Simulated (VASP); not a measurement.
PbS, 2 atoms in the cell. Symmetry: Imm2, No. 44, orthorhombic system. The conventional cell has a = 4.193 Å, b = 5.930 Å, c = 4.193 Å, α = 90.00°, β = 90.00°, γ = 90.00°. Within 3.9 Å of Pb (site symmetry mm2) lie 6 S at 2.93 to 3.00 Å. Within 3.9 Å of S (site symmetry mm2) lie 6 Pb at 2.93 to 3.00 Å.  This cell differs from its parent crystal: atom 2 (S) moved by [0.035355, 0.035355, 0.0] A.

- Program: VASP 6.6.1
- Task: electric field gradients
- Functional: PBE
- Potentials or basis: VASP PAW PBE potentials, release 64 (Pb_d, S)
- Cutoff: 520 eV
- k mesh: 8 × 8 × 8
- Occupations: fermi-dirac, width 0.01 eV
- Spin: no spin polarisation
- Dipole correction: no
- Further INCAR settings: ALGO = Normal; EDIFF = 1e-08; NBANDS = 17

Potentials or basis: VASP PAW PBE potentials, release 64 (Pb_d, S).

Command:

```bash
$ cat potpaw_PBE.64/Pb_d/POTCAR potpaw_PBE.64/S/POTCAR > POTCAR
$ mpirun -np 1 vasp_std > vasp.out
```

Hardware: 1 thread of Intel(R) Xeon(R) Platinum 8259CL CPU @ 2.50GHz (Skylake/Cascade Lake) (shared host).

Estimate the wall time of this run.

Wall time 80 s on 1 thread of Intel(R) Xeon(R) Platinum 8259CL CPU @ 2.50GHz (Skylake/Cascade Lake) (shared host), peak memory 0.23 GiB. Counts: scf iterations 15, k points 95.
